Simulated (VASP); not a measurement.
# AgCl in VASP: further runs

Runs on AgCl. Level: PBEsol. Tasks: electric field gradients.

Everything below comes from runs of VASP 6.6.1. Logs are shortened: lines on timing, memory, paths and dates and some standing lists are left out, and cuts for length are marked.

## (1) The cell of the first run

The structure is tetragonal, space group I4/mmm (No. 139). Conventional cell: a = 4.000 Å, b = 4.000 Å, c = 5.546 Å, α = 90.00°, β = 90.00°, γ = 90.00°. Within 3.7 Å of Ag (site symmetry 4/mmm) lie 6 Cl at 2.77 to 2.83 Å. Cl (site symmetry 4/mmm) has 6 Ag at 2.77 to 2.83 Å within 3.7 Å.

## (2) Electric field gradients, PBEsol (equal xx and yy strain of +2 %)

File INCAR:

```
SYSTEM = AgCl
PREC = Accurate ; ENCUT = 520
EDIFF = 1E-8 ; ISMEAR = -1
SIGMA = 0.01 ; LREAL = .FALSE.
LASPH = .TRUE. ; NELM = 60
ALGO = Normal ; ISIF = 2
LWAVE = .FALSE. ; LCHARG = .FALSE.
GGA = PS ; LEFG = .TRUE.
NBANDS = 16
```

File KPOINTS:

```
regular mesh
0
G
  9 9 9
  0 0 0
```

File POSCAR:

```
AgCl
1.0
    0.0000000000      2.8286130000      2.7731500000
    2.8286130000      0.0000000000      2.7731500000
    2.8286130000      2.8286130000      0.0000000000
Ag Cl
1 1
Direct
    0.5000000000      0.5000000000      0.5000000000
    0.0000000000      0.0000000000      0.0000000000
```

Potentials or basis: VASP PAW PBE potentials, release 64 (Ag, Cl).

Started as:

```console
$ cat potpaw_PBE.64/Ag/POTCAR potpaw_PBE.64/Cl/POTCAR > POTCAR
$ mpirun -np 1 vasp_std > vasp.out
```

OUTCAR:

```text
SYSTEM = AgCl
   PREC = Accurate
   ENCUT = 520
   EDIFF = 1E-8
   ISMEAR = -1
   LREAL = .FALSE.
   LASPH = .TRUE.
   NELM = 60
   ISIF = 2
   GGA = PS

 ion  position               nearest neighbor table
   1  0.500  0.500  0.500-   2 2.77   2 2.77   2 2.83   2 2.83   2 2.83   2 2.83
   2  0.000  0.000  0.000-   1 2.77   1 2.77   1 2.83   1 2.83   1 2.83   1 2.83

  LATTYP: Found a body centered tetragonal cell.
 ALAT       =     4.0002628673
 C/A-ratio  =     1.3864838847

  Lattice vectors:

 A1 = (   0.0000000000,  -2.8286130000,  -2.7731500000)
 A2 = (   0.0000000000,   2.8286130000,  -2.7731500000)
 A3 = (   2.8286130000,   0.0000000000,   2.7731500000)

Analysis of symmetry for initial positions (statically):
=====================================================================
 Subroutine PRICEL returns:
 Original cell was already a primitive cell.

 Routine SETGRP: Setting up the symmetry group for a
 body centered tetragonal supercell.

 Subroutine GETGRP returns: Found 16 space group operations
 (whereof 16 operations were pure point group operations)
 out of a pool of 16 trial point group operations.

The static configuration has the point symmetry D_4h.

Analysis of symmetry for dynamics (positions and initial velocities):
=====================================================================
 Subroutine PRICEL returns:
 Original cell was already a primitive cell.

 Routine SETGRP: Setting up the symmetry group for a
 body centered tetragonal supercell.

 Subroutine GETGRP returns: Found 16 space group operations
 (whereof 16 operations were pure point group operations)
 out of a pool of 16 trial point group operations.

The dynamic configuration has the point symmetry D_4h.

 Subroutine INISYM returns: Found 16 space group operations
 (whereof 16 operations are pure point group operations),
 and found     1 'primitive' translations

----------------------------------------------------------------------------------------

                                     Primitive cell

  volume of cell :      44.3762

  direct lattice vectors                    reciprocal lattice vectors
     0.000000000  2.828613000  2.773150000    -0.176765079  0.176765079  0.180300380
     2.828613000  0.000000000  2.773150000     0.176765079 -0.176765079  0.180300380
     2.828613000  2.828613000  0.000000000     0.176765079  0.176765079 -0.180300380

  length of vectors
     3.961238749  3.961238749  4.000262867     0.308220722  0.308220722  0.308220722

  position of ions in fractional coordinates (direct lattice)
     0.500000000  0.500000000  0.500000000
     0.000000000  0.000000000  0.000000000

  ion indices of the primitive-cell ions
   primitive index   ion index
                 1           1
                 2           2

----------------------------------------------------------------------------------------

 KPOINTS: regular mesh

Automatic generation of k-mesh.
 Grid dimensions read from file:
 generate k-points for:    9    9    9

 Generating k-lattice:

  Cartesian coordinates                     Fractional coordinates (reciprocal lattice)
    -0.019640564  0.019640564  0.020033376     0.111111111 -0.000000000  0.000000000
     0.019640564 -0.019640564  0.020033376    -0.000000000  0.111111111  0.000000000
     0.019640564  0.019640564 -0.020033376     0.000000000  0.000000000  0.111111111

  Length of vectors
     0.034246747  0.034246747  0.034246747

  Shift w.r.t. Gamma in fractional coordinates (k-lattice)
     0.000000000  0.000000000  0.000000000

 Subroutine IBZKPT returns following result:
 ===========================================

 Found     75 irreducible k-points:

 Following reciprocal coordinates:
            Coordinates               Weight
  0.000000  0.000000  0.000000      1.000000
  0.111111 -0.000000  0.000000      8.000000
  0.222222  0.000000  0.000000      8.000000
  0.333333 -0.000000  0.000000      8.000000
  0.444444  0.000000  0.000000      8.000000
  0.111111  0.111111  0.000000      2.000000
[... 16 lines left out ...]
 -0.333333  0.333333  0.000000      4.000000
  0.444444  0.444444  0.000000      2.000000
 [... further k-points ...]
   k-points           NKPTS =     75   k-points in BZ     NKDIM =     75   number of bands    NBANDS=     16
   number of dos      NEDOS =    301   number of ions     NIONS =      2
   total plane-waves  NPLWV =  27000
   dimension x,y,z NGX =    30 NGY =   30 NGZ =   30
   dimension x,y,z NGXF=    60 NGYF=   60 NGZF=   60
   ions per type =               1   1
   NGX,Y,Z   is equivalent  to a cutoff of  12.59, 12.59, 12.47 a.u.
   NGXF,Y,Z  is equivalent  to a cutoff of  25.18, 25.18, 24.94 a.u.
 SYSTEM =  AgCl
   PREC   = accura    normal or accurate (medium, high low for compatibility)
   ISTART =      0    job   : 0-new  1-cont  2-samecut
   ICHARG =      2    charge: 1-file 2-atom 10-const
   ISPIN  =      1    spin polarized calculation?
   LNONCOLLINEAR =      F non collinear calculations
   LSORBIT =      F    spin-orbit coupling
   LASPH  =      T    aspherical Exc in radial PAW
   ENCUT  =  520.0 eV  38.22 Ry    6.18 a.u.   7.37  7.37  7.44*2*pi/ulx,y,z
   NELM   =     60;   NELMIN=  2; NELMDL= -5     # of ELM steps
   EDIFF  = 0.1E-07   stopping-criterion for ELM
   LREAL  =      F    real-space projection
   EDIFFG = 0.1E-06   stopping-criterion for IOM
   NSW    =      0    number of steps for IOM
   IBRION =     -1    ionic relax: 0-MD 1-quasi-New 2-CG
   NFREE  =      0    steps in history (QN), initial steepest desc. (CG)
   ISIF   =      2    stress and relaxation
   ISYM   =      2    0-nonsym 1-usesym 2-fastsym
   POTIM  = 0.5000    time-step for ionic-motion
   TEBEG  =    0.0;   TEEND  =   0.0 temperature during run
   PSTRESS=    0.0 pullay stress
   NELECT =      18.0000    total number of electrons
   NUPDOWN=      -1.0000    fix difference up-down
   EMIN   =  10.00;   EMAX   =-10.00  energy-range for DOS
   EFERMI =   0.00;   METHOD = LEGACY
   ISMEAR =    -1;   SIGMA  =   0.01  broadening in eV -4-tet -1-fermi 0-gaus
   EFERMI_NEDOS =   21; number of points for ismear=-14 and -15
   IALGO  =     38    algorithm
   IMIX   =      4    mixing-type and parameters
     AMIX     =   0.40;   BMIX     =  1.00
     AMIX_MAG =   1.60;   BMIX_MAG =  1.00
  volume/ion in A,a.u.               =      22.19       149.73
  Fermi-wavevector in a.u.,A,eV,Ry     =   1.211850  2.290064 19.981249  1.468580
  Thomas-Fermi vector in A             =   2.347353
   LORBIT       =      0    0 simple, 1 ext, 2 COOP (PROOUT), +10 PAW based schemes
   GGA     = PS    functional components
   LHFCALC =     F    Hartree Fock is set to
   AEXX    =    0.0000 exact exchange contribution
   IVDW    =     0    specifies the selected vdW correction
   LEPSILON=     F    determine dielectric tensor
   LRPA    =     F    only Hartree local field effects (RPA)
 non-spin polarized calculation
  energy-cutoff  :      520.00
  volume of cell :       44.38
 maximum number of plane-waves:      1235
 NGX is ok and might be reduce to    30
   NGX = 15   NGY = 15   NGZ = 15

 number of electron      17.9999994 magnetization

 Free energy of the ion-electron system (eV)
  ---------------------------------------------------
  ext. energy  EPLUGINS =         0.00000000
  ---------------------------------------------------
  free energy    TOTEN  =        -6.00427698 eV

  energy without entropy =       -6.00427698  energy(sigma->0) =       -6.00427698

 E-fermi :   3.5090     XC(G=0): -10.0089

 val. band max:        3.2342908913   @ k =   0.4444   0.0000   0.0000
 cond. band min:       3.9692200416   @ k =   0.0000   0.0000   0.0000
 fundamental gap:      0.7349291503
 Fermi energy:         3.5090119931

 k-point     1 :       0.0000    0.0000    0.0000
  band No.  band energies     occupation
      1     -11.6627      2.00000
      2       0.8858      2.00000
      3       0.8858      2.00000
      4       0.9309      2.00000
      5       0.9343      2.00000
      6       0.9405      2.00000
[... 8 lines left out ...]
     15      16.0068      0.00000
     16      16.0068      0.00000

 k-point     2 :       0.1111   -0.0000    0.0000
  band No.  band energies     occupation
      1     -11.6187      2.00000
      2       0.3161      2.00000
      3       0.3711      2.00000
      4       0.3870      2.00000
      5       0.9314      2.00000
      6       0.9531      2.00000
[... 8 lines left out ...]
     15      15.1834      0.00000
     16      15.6974      0.00000

 k-point     3 :       0.2222    0.0000    0.0000
  band No.  band energies     occupation
      1     -11.5038      2.00000
      2      -0.5534      2.00000
      3      -0.1670      2.00000
      4      -0.1178      2.00000
      5       1.0334      2.00000
      6       1.0456      2.00000
[... 8 lines left out ...]
     15      15.2374      0.00000
     16      15.5311      0.00000

 k-point     4 :       0.3333   -0.0000    0.0000
  band No.  band energies     occupation
      1     -11.3664      2.00000
      2      -1.3043      2.00000
      3      -0.5344      2.00000
      4      -0.4771      2.00000
      5       1.1539      2.00000
      6       1.1542      2.00000
[... 8 lines left out ...]
     15      15.9581      0.00000
     16      15.9926      0.00000
[... 324 lines left out ...]
 k-point    22 :      -0.4444    0.3333    0.0000
  band No.  band energies     occupation
      1     -11.2209      2.00000
      2      -0.9258      2.00000
      3      -0.5605      2.00000
      4      -0.2684      2.00000
      5       0.9813      2.00000
      6       1.3040      2.00000
[... 8 lines left out ...]
     15      17.2591      0.00000
     16      18.6830      0.00000

 k-point    23 :      -0.3333    0.3333    0.0000
  band No.  band energies     occupation
      1     -11.2216      2.00000
      2      -1.0605      2.00000
      3      -0.6383      2.00000
      4      -0.5038      2.00000
      5       1.1352      2.00000
      6       1.2504      2.00000
[... 8 lines left out ...]
     15      16.2216      0.00000
     16      19.2399      0.00000

 k-point    24 :       0.4444    0.4444    0.0000
  band No.  band energies     occupation
      1     -11.2367      2.00000
      2      -0.9716      2.00000
      3       0.3107      2.00000
      4       0.3107      2.00000
      5       0.6202      2.00000
      6       1.1258      2.00000
[... 8 lines left out ...]
     15      18.5328      0.00000
     16      18.5529      0.00000

 [... further k-points ...]

------------------------ aborting loop because EDIFF is reached ----------------------------------------

  FORCE on cell =-STRESS in cart. coord.  units (eV):
  Direction    XX          YY          ZZ          XY          YZ          ZX
  --------------------------------------------------------------------------------------
  -------------------------------------------------------------------------------------
  Total       -1.1647679     -1.1647679     -1.1487284      0.0000000      0.0000000     -0.0000000
  in kB      -42.0532491    -42.0532491    -41.4741511      0.0000000      0.0000000     -0.0000000
  external PRESSURE =     -41.8602165 kB  Pullay stress =       0.0000000 kB

 VOLUME and BASIS-vectors are now :
 -----------------------------------------------------------------------------
  energy-cutoff  :      520.00
  volume of cell :       44.38
      direct lattice vectors                 reciprocal lattice vectors
     0.000000000  2.828613000  2.773150000    -0.176765079  0.176765079  0.180300380
     2.828613000  0.000000000  2.773150000     0.176765079 -0.176765079  0.180300380
     2.828613000  2.828613000  0.000000000     0.176765079  0.176765079 -0.180300380

 POSITION                                       TOTAL-FORCE (eV/Angst)
 -----------------------------------------------------------------------------------
      2.82861      2.82861      2.77315         0.000000      0.000000      0.000000
      0.00000      0.00000      0.00000        -0.000000     -0.000000     -0.000000
 -----------------------------------------------------------------------------------
    total drift:                                0.000000      0.000000      0.000000

  FREE ENERGIE OF THE ION-ELECTRON SYSTEM (eV)
  ---------------------------------------------------
  free  energy   TOTEN  =        -6.0042769791 eV

  energy  without entropy=       -6.0042769791  energy(sigma->0) =       -6.00427698

 Electric field gradients (V/A^2)
---------------------------------------------------------------------
 ion       V_xx      V_yy      V_zz      V_xy      V_xz      V_yz
---------------------------------------------------------------------
   1       5.265     5.265   -10.530     0.000     0.001     0.001
   2      -5.081    -5.081    10.161     0.000    -0.000    -0.000
---------------------------------------------------------------------

 Electric field gradients after diagonalization (V/A^2)
 (convention: |V_zz| > |V_xx| > |V_yy|)
----------------------------------------------------------------------
 ion       V_xx      V_yy      V_zz     asymmetry (V_yy - V_xx)/ V_zz
----------------------------------------------------------------------
   1       5.266     5.265   -10.530       0.000
   2      -5.081    -5.081    10.161       0.000
----------------------------------------------------------------------

           NMR quadrupolar parameters

 Cq : quadrupolar parameter    Cq=e*Q*V_zz/h
 eta: asymmetry parameters     (V_yy - V_xx)/ V_zz
 Q  : nuclear electric quadrupole moment in mb (millibarn)
----------------------------------------------------------------------
 ion       Cq(MHz)       eta       Q (mb)
----------------------------------------------------------------------
   1      -0.025       0.000       1.000
   2       0.025       0.000       1.000
----------------------------------------------------------------------
```

It took 50 s on 1 thread of Intel Xeon Platinum 8488C (Sapphire Rapids), shared host; peak memory 0.2 GiB.

What came out:

```yaml
Free_energy: -6.0043 eV
Pressure: -4.2 GPa
Band_gap_on_the_k_mesh: 0.73 eV, indirect (least direct gap 2.88 eV)
```

Electric field gradients, principal values (V/Å²):
```
atom   least  middle  greatest (by size)
1 Ag   5.265   5.266             -10.530
2 Cl  -5.081  -5.081              10.161
```

Caveat: the cell differs from its parent crystal (equal xx and yy strain of +2 %); without QUAD_EFG the Cq values of the log hold for a quadrupole moment of 1 mb, not for the nuclei; the PAW data sets were made with another functional, which shifts forces and pressure a little. A k mesh can miss the band edges.

(Continued in part 2 of 2.)
